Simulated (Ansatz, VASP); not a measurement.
**One calculation of Ti2SiSe2, two programs**

```
Ti Si Se
1.0
    -2.38438    2.38438    4.18039
     2.38438   -2.38438    4.18039
     2.38438    2.38438   -4.18039
Ti Si Se
2 1 2
Direct
  0.75000 0.25000 0.50000
  0.25000 0.75000 0.50000
  0.00000 0.00000 0.00000
  0.65782 0.65782 0.00000
  0.34218 0.34218 0.00000
```

Change from the starting cell: species swapped into the TbNi2Ge2 type (I4/mmm, No. 139).

Alike in both runs: functional PBE; k mesh 12 × 12 × 12; occupations gaussian, width 0.1 eV; no spin polarisation.

Ansatz relaxed the structure, and its values are those at the end. VASP's run is a single point on that final structure, the one shown.

```csv
,VASP,Ansatz
version,VASP 6.6.1,Ansatz 0.2.0
potentials or method,"VASP PAW PBE potentials, release 64 (Ti_sv, Si, Se), cutoff 520 eV","scalar-relativistic, plane waves, PAW"
valence electrons in the cell,40,60
```

```tsv
	VASP	Ansatz	Ansatz less VASP
gap on the k mesh at the Fermi level (eV)	none	none	-
pressure (GPa)	0.1	0.0	-0.11
rms of the force components (eV/Å)	0.008	0.002	-0.0062
```

A gap of «none» marks a metal or a gap that the smearing closes. VASP's potentials hold 40 valence electrons a cell and Ansatz's 60, so a difference there can come from the potentials and not from the codes.
